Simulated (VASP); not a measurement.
A run of VASP 6.6.1 is set up as follows.

INCAR

```
SYSTEM = TiAl
PREC     = Accurate       ! precision mode
ENCUT    = 520            ! plane-wave cutoff, eV
EDIFF    = 1E-7           ! SCF threshold, eV
ISMEAR   = 0              ! smearing method
SIGMA    = 0.15           ! smearing width, eV
LREAL    = .False.        ! projectors in reciprocal space
LASPH    = .True.         ! aspherical terms in the spheres
NELM     = 100            ! most SCF steps
ALGO     = Normal         ! electronic algorithm
ISIF     = 2              ! what is computed and relaxed
LWAVE    = .False.        ! write WAVECAR
LCHARG   = .False.        ! write CHGCAR
GGA      = PS             ! functional
NBANDS   = 14             ! bands
```

File KPOINTS:

```
regular mesh
0
Gamma
  14 14 14
  0 0 0
```

The input POSCAR:

```
TiAl
1.0
    2.8091745961      0.0000000000      0.0000000000
    0.0000000000      2.8091745961      0.0000000000
    0.0000000000      0.0000000000      3.1563759507
Ti Al
1 1
Direct
    0.0000000000      0.0000000000      0.0000000000
    0.5000000000      0.5000000000      0.5000000000
```

Potentials or basis: VASP PAW PBE potentials, release 64 (Ti_sv, Al).

Run with:

```console
$ cat potpaw_PBE.64/Ti_sv/POTCAR potpaw_PBE.64/Al/POTCAR > POTCAR
$ mpirun -np 1 vasp_std > vasp.out
```

Problem. What does it give for the pressure?

Solution. 43.6 GPa.

Stress tensor (GPa, compression positive):
```
40.31  0.00  0.00
 0.00 40.31  0.00
 0.00  0.00 50.07
```

Caveat: the cell differs from its parent crystal (normal strain along x -0.1100, normal strain along y -0.1100); the PAW data sets were made with another functional, which shifts forces and pressure a little.
